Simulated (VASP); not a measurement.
Input of a VASP 6.6.1 run:

INCAR

```
SYSTEM = I
PREC     = Accurate       ! precision mode
ENCUT    = 500            ! plane-wave cutoff, eV
EDIFF    = 1E-6           ! SCF threshold, eV
ISMEAR   = -1             ! smearing method
SIGMA    = 0.1            ! smearing width, eV
LREAL    = .False.        ! projectors in reciprocal space
LASPH    = .True.         ! aspherical terms in the spheres
NELM     = 120            ! most SCF steps
ALGO     = Normal         ! electronic algorithm
ISIF     = 2              ! what is computed and relaxed
LWAVE    = .False.        ! write WAVECAR
LCHARG   = .True.         ! write CHGCAR
GGA      = PS             ! functional
LELF     = .True.         ! ELF
LVHAR    = .True.       
NBANDS   = 10             ! bands
GGA_COMPAT= .False.
```

File KPOINTS:

```
Automatic mesh
0
Gamma
  8 8 8
  0 0 0
```

File POSCAR:

```
I
1.0
   -2.0753519265      2.0753519265      2.0753519265
    2.0753519265     -2.0753519265      2.0753519265
    2.0753519265      2.0753519265     -2.0753519265
I
1
Direct
    0.0000000000      0.0000000000      0.0000000000
```

Potentials or basis: VASP PAW PBE potentials, release 64 (I).

The run is started by

```sh
$ cat potpaw_PBE.64/I/POTCAR > POTCAR
$ mpirun -np 1 vasp_std > vasp.out
```

Task: Predict the pressure.

Result: -2.0 GPa.

Task: Estimate the band gap on the k mesh.

Result: Zero (an odd number of electrons rules out a gap without spin polarisation).

Caveat: the PAW data sets were made with another functional, which shifts forces and pressure a little; spin-orbit coupling is left out, which moves the levels of the heavy elements; an odd number of electrons without spin polarisation forces a metal; a magnetic or distorted state may lie lower.
